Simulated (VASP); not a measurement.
Runs of VASP 6.6.1 on Mo. The structure is that of space group Im-3m (No. 229), or close to it. The cells are those of the table. 

```csv
task,level,cell,k mesh,cutoff (eV),smearing,gap on the mesh (eV),pressure (GPa)
single point,PBEsol,"a = 2.795 Å, angles 111.0, 108.7, 108.7°, 1 atom",16 × 16 × 16,520,gaussian 0.1 eV,none,-20.7
single point,PBEsol,"a = 2.710 Å, angles 70.5, 70.5, 109.5°, 1 atom",13 × 13 × 15,520,gaussian 0.1 eV,none,0.4
single point,PBEsol,"a = 2.710 Å, angles 109.5°, 1 atom",30 × 30 × 30,520,gaussian 0.15 eV,none,0.6
relaxation of cell and atoms,PBEsol,"relaxed from a = 2.721 Å, angles 109.5°, 1 atom",18 × 18 × 18,600,gaussian 0.1 eV,none,0.0
single point,r2SCAN,"a = 2.756 Å, angles 109.5°, 1 atom",18 × 18 × 18,520,gaussian 0.1 eV,none,-6.7
single point,PBEsol,"a = 2.710, b = 4.426 Å, angles 35.3, 70.5, 90.0°, 1 atom",13 × 8 × 26,520,gaussian 0.1 eV,none,0.7
single point,PBEsol,"a = 2.710 Å, angles 109.5°, 1 atom",18 × 18 × 18,520,gaussian 0.1 eV,none,0.6
single point,PBEsol,"a = 2.710 Å, angles 109.5°, 1 atom",16 × 16 × 16,520,gaussian 0.15 eV,none,(a)
single point,PBEsol,"a = 2.710 Å, angles 109.5°, 1 atom",26 × 26 × 26,520,gaussian 0.15 eV,none,0.7
```

Alike in all rows: potentials or basis VASP PAW PBE potentials, release 64 (Mo_sv); no spin polarisation.

Task: Fill in the values left out.

Result: (a) 0.5.

Caveats: the PAW data sets were made with another functional, which shifts forces and pressure a little.

A k mesh can miss the band edges, and the runs leave out spin-orbit coupling on Mo.

A gap of «none» marks levels without a gap at the run's occupations.
